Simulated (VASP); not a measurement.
# GaN (P6_3mc) in VASP: notebook

Aim: see how the results for GaN move with the level of theory and the settings. Levels: r2SCAN, PBE. Tasks: single point.

All numbers are computed with VASP 6.6.1; they aren't measurements. Logs are shortened: lines on timing, memory, paths and dates and some standing lists are left out, and cuts for length are marked.

## (1) The cell of the first run

The structure is hexagonal, space group P6_3mc (No. 186). The conventional cell has a = 3.310 Å, b = 3.310 Å, c = 5.391 Å, α = 90.00°, β = 90.00°, γ = 120.00°. Within 2.7 Å of Ga (site symmetry 3m) lie 4 N at 2.02 to 2.03 Å. Within 2.7 Å of N (site symmetry 3m) lie 4 Ga at 2.02 to 2.03 Å.

## (2) Single point, r2SCAN (strain +4.0%)

Contents of POSCAR:

```
GaN
1.0
    3.3104753512      0.0000000000      0.0000000000
   -1.6552376756      2.8669557527      0.0000000000
    0.0000000000      0.0000000000      5.3909702384
Ga N
2 2
Direct
    0.3333333333      0.6666666667     -0.0010603215
    0.6666666667      0.3333333333      0.4989396785
    0.3333333333      0.6666666667      0.3760603215
    0.6666666667      0.3333333333      0.8760603215
```

Contents of INCAR.step1:

```
PREC = Accurate
ENCUT = 520
ISMEAR = 0
SIGMA = 0.01
LREAL = F
LASPH = T
NELM = 80
NBANDS = 26
GGA = PE
ALGO = Normal
EDIFF = 1E-4
LWAVE = T
LCHARG = F
```

Contents of INCAR.step2:

```
PREC = Accurate
ENCUT = 520
EDIFF = 1E-6
ISMEAR = 0
SIGMA = 0.01
LREAL = F
LASPH = T
NELM = 80
ALGO = Normal
ISIF = 2
LWAVE = F
LCHARG = F
METAGGA = R2SCAN
LMIXTAU = T
NBANDS = 26
ISTART = 1
```

Contents of KPOINTS:

```
regular mesh
0
Gamma
  12 12 6
```

Potentials or basis: VASP PAW PBE potentials, release 64 (Ga_d, N).

Started as:

```bash
> cat potpaw_PBE.64/Ga_d/POTCAR potpaw_PBE.64/N/POTCAR > POTCAR
> cp INCAR.step1 INCAR
> mpirun -np 1 vasp_std > vasp.out
> cp INCAR.step2 INCAR
> mpirun -np 1 vasp_std > vasp.out
```

OUTCAR:

```text
PREC = Accurate
   ENCUT = 520
   EDIFF = 1E-6
   ISMEAR = 0
   LREAL = F
   LASPH = T
   NELM = 80
   ISIF = 2
   METAGGA = R2SCAN
   ISTART = 1

 ion  position               nearest neighbor table
   1  0.333  0.667  0.999-   4 2.02   4 2.02   4 2.02   3 2.03
   2  0.667  0.333  0.499-   3 2.02   3 2.02   3 2.02   4 2.03
   3  0.333  0.667  0.376-   2 2.02   2 2.02   2 2.02   1 2.03
   4  0.667  0.333  0.876-   1 2.02   1 2.02   1 2.02   2 2.03

  LATTYP: Found a hexagonal cell.
 ALAT       =     3.3104753512
 C/A-ratio  =     1.6284580510

  Lattice vectors:

 A1 = (   3.3104753512,   0.0000000000,   0.0000000000)
 A2 = (  -1.6552376756,   2.8669557527,   0.0000000000)
 A3 = (   0.0000000000,   0.0000000000,   5.3909702384)

Analysis of symmetry for initial positions (statically):
=====================================================================
 Subroutine PRICEL returns:
 Original cell was already a primitive cell.

 Routine SETGRP: Setting up the symmetry group for a
 hexagonal supercell.

 Subroutine GETGRP returns: Found 12 space group operations
 (whereof  6 operations were pure point group operations)
 out of a pool of 24 trial point group operations.

The static configuration has the point symmetry C_3v.
 The point group associated with its full space group is C_6v.

Analysis of symmetry for dynamics (positions and initial velocities):
=====================================================================
 Subroutine PRICEL returns:
 Original cell was already a primitive cell.

 Routine SETGRP: Setting up the symmetry group for a
 hexagonal supercell.

 Subroutine GETGRP returns: Found 12 space group operations
 (whereof  6 operations were pure point group operations)
 out of a pool of 24 trial point group operations.

The dynamic configuration has the point symmetry C_3v.
 The point group associated with its full space group is C_6v.

 Subroutine INISYM returns: Found 12 space group operations
 (whereof  6 operations are pure point group operations),
 and found     1 'primitive' translations

----------------------------------------------------------------------------------------

                                     Primitive cell

  volume of cell :      51.1656

  direct lattice vectors                    reciprocal lattice vectors
     3.310475351  0.000000000  0.000000000     0.302071423  0.174401017  0.000000000
    -1.655237676  2.866955753  0.000000000     0.000000000  0.348802035  0.000000000
     0.000000000  0.000000000  5.390970238     0.000000000  0.000000000  0.185495366

  length of vectors
     3.310475351  3.310475351  5.390970238     0.348802035  0.348802035  0.185495366

  position of ions in fractional coordinates (direct lattice)
     0.333333333  0.666666667  0.998939679
     0.666666667  0.333333333  0.498939679
     0.333333333  0.666666667  0.376060321
     0.666666667  0.333333333  0.876060321

  ion indices of the primitive-cell ions
   primitive index   ion index
                 1           1
                 2           2
                 3           3
                 4           4

----------------------------------------------------------------------------------------

 KPOINTS: regular mesh

Automatic generation of k-mesh.
 Grid dimensions read from file:
 generate k-points for:   12   12    6

 Generating k-lattice:

  Cartesian coordinates                     Fractional coordinates (reciprocal lattice)
     0.025172619  0.014533418  0.000000000     0.083333333 -0.000000000  0.000000000
     0.000000000  0.029066836  0.000000000     0.000000000  0.083333333  0.000000000
     0.000000000  0.000000000  0.030915894     0.000000000  0.000000000  0.166666667

  Length of vectors
     0.029066836  0.029066836  0.030915894

  Shift w.r.t. Gamma in fractional coordinates (k-lattice)
     0.000000000  0.000000000  0.000000000

 Subroutine IBZKPT returns following result:
 ===========================================

 Found     76 irreducible k-points:

 Following reciprocal coordinates:
            Coordinates               Weight
  0.000000  0.000000  0.000000      1.000000
  0.083333 -0.000000  0.000000      6.000000
  0.166667 -0.000000  0.000000      6.000000
  0.250000 -0.000000  0.000000      6.000000
  0.333333 -0.000000  0.000000      6.000000
  0.416667  0.000000  0.000000      6.000000
[... 16 lines left out ...]
  0.250000 -0.000000  0.166667     12.000000
  0.333333 -0.000000  0.166667     12.000000
 [... further k-points ...]
   k-points           NKPTS =     76   k-points in BZ     NKDIM =     76   number of bands    NBANDS=     26
   number of dos      NEDOS =    301   number of ions     NIONS =      4
   total plane-waves  NPLWV =  31360
   dimension x,y,z NGX =    28 NGY =   28 NGZ =   40
   dimension x,y,z NGXF=    56 NGYF=   56 NGZF=   80
   ions per type =               2   2
   NGX,Y,Z   is equivalent  to a cutoff of  14.06, 14.06, 12.34 a.u.
   NGXF,Y,Z  is equivalent  to a cutoff of  28.12, 28.12, 24.67 a.u.
 SYSTEM =  unknown system
   PREC   = accura    normal or accurate (medium, high low for compatibility)
   ISTART =      1    job   : 0-new  1-cont  2-samecut
   ICHARG =      0    charge: 1-file 2-atom 10-const
   ISPIN  =      1    spin polarized calculation?
   LNONCOLLINEAR =      F non collinear calculations
   LSORBIT =      F    spin-orbit coupling
   LASPH  =      T    aspherical Exc in radial PAW
   ENCUT  =  520.0 eV  38.22 Ry    6.18 a.u.   6.16  6.16 10.02*2*pi/ulx,y,z
   NELM   =     80;   NELMIN=  2; NELMDL=  0     # of ELM steps
   EDIFF  = 0.1E-05   stopping-criterion for ELM
   LREAL  =      F    real-space projection
   EDIFFG = 0.1E-04   stopping-criterion for IOM
   NSW    =      0    number of steps for IOM
   IBRION =     -1    ionic relax: 0-MD 1-quasi-New 2-CG
   NFREE  =      0    steps in history (QN), initial steepest desc. (CG)
   ISIF   =      2    stress and relaxation
   ISYM   =      2    0-nonsym 1-usesym 2-fastsym
   POTIM  = 0.5000    time-step for ionic-motion
   TEBEG  =    0.0;   TEEND  =   0.0 temperature during run
   PSTRESS=    0.0 pullay stress
   NELECT =      36.0000    total number of electrons
   NUPDOWN=      -1.0000    fix difference up-down
   EMIN   =  10.00;   EMAX   =-10.00  energy-range for DOS
   EFERMI =   0.00;   METHOD = LEGACY
   ISMEAR =     0;   SIGMA  =   0.01  broadening in eV -4-tet -1-fermi 0-gaus
   EFERMI_NEDOS =   21; number of points for ismear=-14 and -15
   IALGO  =     38    algorithm
   IMIX   =      4    mixing-type and parameters
     AMIX     =   0.40;   BMIX     =  1.00
     AMIX_MAG =   1.60;   BMIX_MAG =  1.00
  volume/ion in A,a.u.               =      12.79        86.32
  Fermi-wavevector in a.u.,A,eV,Ry     =   1.456072  2.751577 28.846340  2.120146
  Thomas-Fermi vector in A             =   2.573033
   LORBIT       =      0    0 simple, 1 ext, 2 COOP (PROOUT), +10 PAW based schemes
   METAGGA = R2SCAN    functional components
   LHFCALC =     F    Hartree Fock is set to
   AEXX    =    0.0000 exact exchange contribution
   IVDW    =     0    specifies the selected vdW correction
   LEPSILON=     F    determine dielectric tensor
   LRPA    =     F    only Hartree local field effects (RPA)
 non-spin polarized calculation
 Gauss-broadening in eV      SIGMA  =   0.01
  energy-cutoff  :      520.00
  volume of cell :       51.17
 maximum number of plane-waves:      1400
 NGX is ok and might be reduce to    28
   NGX = 13   NGY = 13   NGZ = 21

 number of electron      36.0000006 magnetization

 Free energy of the ion-electron system (eV)
  ---------------------------------------------------
  ext. energy  EPLUGINS =         0.00000000
  ---------------------------------------------------
  free energy    TOTEN  =       -43.50362905 eV

  energy without entropy =      -43.50362905  energy(sigma->0) =      -43.50362905

 E-fermi :   4.0266     XC(G=0): -11.9854

 val. band max:        3.8967732122   @ k =   0.0000   0.0000   0.0000
 cond. band min:       5.4296278405   @ k =   0.0000   0.0000   0.0000
 fundamental gap:      1.5328546283
 Fermi energy:         4.0265699253

 k-point     1 :       0.0000    0.0000    0.0000
  band No.  band energies     occupation
      1     -11.9663      2.00000
      2     -11.3267      2.00000
      3      -9.9035      2.00000
      4      -9.8915      2.00000
      5      -9.8915      2.00000
      6      -9.8445      2.00000
[... 18 lines left out ...]
     25      15.4779      0.00000
     26      15.4780      0.00000

 k-point     2 :       0.0833   -0.0000    0.0000
  band No.  band energies     occupation
      1     -11.9133      2.00000
      2     -11.3144      2.00000
      3      -9.8985      2.00000
      4      -9.8841      2.00000
      5      -9.8640      2.00000
      6      -9.8378      2.00000
[... 18 lines left out ...]
     25      15.1384      0.00000
     26      15.6227      0.00000

 k-point     3 :       0.1667   -0.0000    0.0000
  band No.  band energies     occupation
      1     -11.7731      2.00000
      2     -11.2848      2.00000
      3      -9.8804      2.00000
      4      -9.8657      2.00000
      5      -9.8212      2.00000
      6      -9.8073      2.00000
[... 18 lines left out ...]
     25      15.1439      0.00000
     26      15.9747      0.00000

 k-point     4 :       0.2500   -0.0000    0.0000
  band No.  band energies     occupation
      1     -11.5969      2.00000
      2     -11.2523      2.00000
      3      -9.8605      2.00000
      4      -9.8466      2.00000
      5      -9.7897      2.00000
      6      -9.7706      2.00000
[... 18 lines left out ...]
     25      15.3341      0.00000
     26      16.4484      0.00000
[... 496 lines left out ...]
      1     -11.7210      2.00000
      2     -11.2973      2.00000
      3      -9.8763      2.00000
      4      -9.8629      2.00000
      5      -9.8257      2.00000
      6      -9.8122      2.00000
[... 18 lines left out ...]
     25      14.7988      0.00000
     26      15.7871      0.00000

 k-point    23 :       0.2500   -0.0000    0.1667
  band No.  band energies     occupation
      1     -11.5569      2.00000
      2     -11.2594      2.00000
      3      -9.8592      2.00000
      4      -9.8418      2.00000
      5      -9.7983      2.00000
      6      -9.7758      2.00000
[... 18 lines left out ...]
     25      14.9711      0.00000
     26      16.2938      0.00000

 k-point    24 :       0.3333   -0.0000    0.1667
  band No.  band energies     occupation
      1     -11.4194      2.00000
      2     -11.2312      2.00000
      3      -9.8485      2.00000
      4      -9.8284      2.00000
      5      -9.7749      2.00000
      6      -9.7413      2.00000
[... 18 lines left out ...]
     25      15.2636      0.00000
     26      16.8493      0.00000

 [... further k-points ...]

------------------------ aborting loop because EDIFF is reached ----------------------------------------

  FORCE on cell =-STRESS in cart. coord.  units (eV):
  Direction    XX          YY          ZZ          XY          YZ          ZX
  --------------------------------------------------------------------------------------
  -------------------------------------------------------------------------------------
  Total       -5.5251329     -5.5251329     -5.4888006      0.0000000     -0.0000000      0.0000000
  in kB     -173.0115216   -173.0115216   -171.8738302      0.0000000     -0.0000000      0.0000000
  external PRESSURE =    -172.6322911 kB  Pullay stress =       0.0000000 kB

 VOLUME and BASIS-vectors are now :
 -----------------------------------------------------------------------------
  energy-cutoff  :      520.00
  volume of cell :       51.17
      direct lattice vectors                 reciprocal lattice vectors
     3.310475351  0.000000000  0.000000000     0.302071423  0.174401017  0.000000000
    -1.655237676  2.866955753  0.000000000     0.000000000  0.348802035  0.000000000
     0.000000000  0.000000000  5.390970238     0.000000000  0.000000000  0.185495366

 POSITION                                       TOTAL-FORCE (eV/Angst)
 -----------------------------------------------------------------------------------
     -0.00000      1.91130      5.38525         0.000000     -0.000000     -0.003984
      1.65524      0.95565      2.68977        -0.000000     -0.000000     -0.003984
     -0.00000      1.91130      2.02733        -0.000000     -0.000000      0.003984
      1.65524      0.95565      4.72282        -0.000000      0.000000      0.003984
 -----------------------------------------------------------------------------------
    total drift:                                0.000000      0.000001     -0.032995

  FREE ENERGIE OF THE ION-ELECTRON SYSTEM (eV)
  ---------------------------------------------------
  free  energy   TOTEN  =       -43.5036290462 eV

  energy  without entropy=      -43.5036290462  energy(sigma->0) =      -43.50362905
```

Wall time 11 min (1 thread of Intel Xeon 8259CL, shared host); peak memory 0.24 GiB.

Results:

* Free energy: -43.5036 eV
* Pressure: -17.3 GPa
* Largest force: 0.004 eV/Å
* Band gap on the k mesh: 1.53 eV

Forces on the atoms (eV/Å):
```
Ga   0.000  0.000 -0.004
Ga   0.000  0.000 -0.004
N    0.000  0.000  0.004
N    0.000  0.000  0.004
```

Stress tensor (GPa, compression positive):
```
-17.30   0.00   0.00
  0.00 -17.30   0.00
  0.00   0.00 -17.19
```

Levels at points of the mesh, in eV from the valence-band top:
```
           k point  band 15  band 16  band 17  band 18  band 19  band 20  band 21  band 22
(0.00, 0.00, 0.00)    -0.93    -0.02     0.00     0.00     1.53     4.02     9.24     9.89
(0.50, 0.00, 0.00)    -3.78    -2.44    -1.91    -0.89     5.19     5.34     6.25     8.35
(0.00, 0.00, 0.50)    -0.48    -0.48    -0.48    -0.48     3.98     3.98     8.51     8.51
(0.50, 0.00, 0.50)    -1.73    -1.73    -1.71    -1.71     4.47     4.47     7.65     7.65
```

Caveat: the cell differs from its parent crystal (strain +4.0%); the cell stands under tension; the PAW data sets were made with another functional, which shifts forces and pressure a little.

## (3) Single point, PBE (strain -3.0%)

Contents of INCAR:

```
PREC     = Accurate       # precision mode
ENCUT    = 520            # plane-wave cutoff, eV
EDIFF    = 1E-6           # SCF threshold, eV
ISMEAR   = -1             # smearing method
SIGMA    = 0.02           # smearing width, eV
LREAL    = F              # projectors in reciprocal space
LASPH    = T              # aspherical terms in the spheres
NELM     = 60             # most SCF steps
ALGO     = Normal         # electronic algorithm
ISIF     = 2              # what is computed and relaxed
LWAVE    = F              # write WAVECAR
LCHARG   = F              # write CHGCAR
GGA      = PE             # functional
NBANDS   = 26             # bands
```

Contents of KPOINTS:

```
Automatic mesh
0
Gamma
  12 12 6
```

Contents of POSCAR:

```
GaN
1.0
    3.0876548948      0.0000000000      0.0000000000
   -1.5438274474      2.6739875771      0.0000000000
    0.0000000000      0.0000000000      5.0281164724
Ga N
2 2
Direct
    0.3333333333      0.6666666667     -0.0007689437
    0.6666666667      0.3333333333      0.4992310563
    0.3333333333      0.6666666667      0.3757689437
    0.6666666667      0.3333333333      0.8757689437
```

Potentials or basis: VASP PAW PBE potentials, release 64 (Ga_d, N).

Started as:

```bash
> cat potpaw_PBE.64/Ga_d/POTCAR potpaw_PBE.64/N/POTCAR > POTCAR
> mpirun -np 1 vasp_std > vasp.out
```

Wall time 80 s (1 thread of Intel Xeon 8259CL, shared host); peak memory 0.2 GiB.

It converged, with:

```yaml
Free_energy: -23.8892 eV
Pressure: 28.2 GPa
Largest_force: 0.006 eV/Å
Band_gap_on_the_k_mesh: 2.56 eV
```

Forces in eV/Å, atoms in the order of the input:
```
Ga   0.000  0.000  0.006
Ga   0.000  0.000  0.006
N    0.000  0.000 -0.006
N    0.000  0.000 -0.006
```

Stress tensor (GPa, compression positive):
```
28.08  0.00  0.00
 0.00 28.08  0.00
 0.00  0.00 28.35
```

Levels at points of the mesh, in eV from the valence-band top:
| k point | band 15 | band 16 | band 17 | band 18 | band 19 | band 20 | band 21 | band 22 |
| --- | --- | --- | --- | --- | --- | --- | --- | --- |
| (0.00, 0.00, 0.00) | -1.16 | -0.05 | 0.00 | 0.00 | 2.56 | 4.89 | 9.75 | 10.45 |
| (0.50, 0.00, 0.00) | -4.65 | -3.10 | -2.50 | -1.12 | 5.33 | 6.03 | 6.41 | 9.40 |
| (0.00, 0.00, 0.50) | -0.59 | -0.59 | -0.59 | -0.59 | 4.87 | 4.87 | 8.98 | 8.98 |
| (0.50, 0.00, 0.50) | -2.19 | -2.19 | -2.10 | -2.10 | 4.70 | 4.70 | 8.37 | 8.37 |

Caveat: the cell differs from its parent crystal (strain -3.0%); the cell stands under pressure.

(Part 1 of 2 ends here.)
